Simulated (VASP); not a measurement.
The system is CuO.

```
CELL_PARAMETERS angstrom
1.99097 -2.15355 0.00000
1.99097 2.15355 0.00000
0.00000 0.00000 5.15593
ATOMIC_POSITIONS crystal
Cu 0.50000 0.00000 0.00000
Cu 0.00000 0.50000 0.50000
O 0.50000 0.50000 0.25000
O 0.50000 0.50000 0.75000
```

Base run:

| Item | Value |
| --- | --- |
| Program | VASP 6.6.1 |
| Functional | PBEsol |
| Potentials or basis | VASP PAW PBE potentials, release 64 (Cu, O) |
| Cutoff | 520 eV |
| k mesh | 9 × 9 × 5 |
| Occupations | fermi-dirac, width 0.05 eV |
| Spin | no spin polarisation |

Its results: band gap on the k mesh zero (band 17 reaches 5.32 eV, above the bottom of band 18 at 4.45 eV); pressure -5.4 GPa.

Problem. The run is repeated on the same cell with these changes: further incar settings from ALGO = Normal; EDIFF = 1e-07; NBANDS = 25 to ALGO = Normal; EDIFF = 1e-06; NBANDS = 25; hubbard terms from none to Cu d U = 4.5 eV. What comes out?

Solution. Band gap on the k mesh zero (band 17 reaches 4.91 eV, above the bottom of band 18 at 3.99 eV); pressure -7.9 GPa.

Caveats: the PAW data sets were made with another functional, which shifts forces and pressure a little; semilocal functionals often make such compounds metallic where correlation or magnetic order opens a gap, which also shifts bond lengths (some runs); U without spin polarisation on a metal has little footing (some runs).
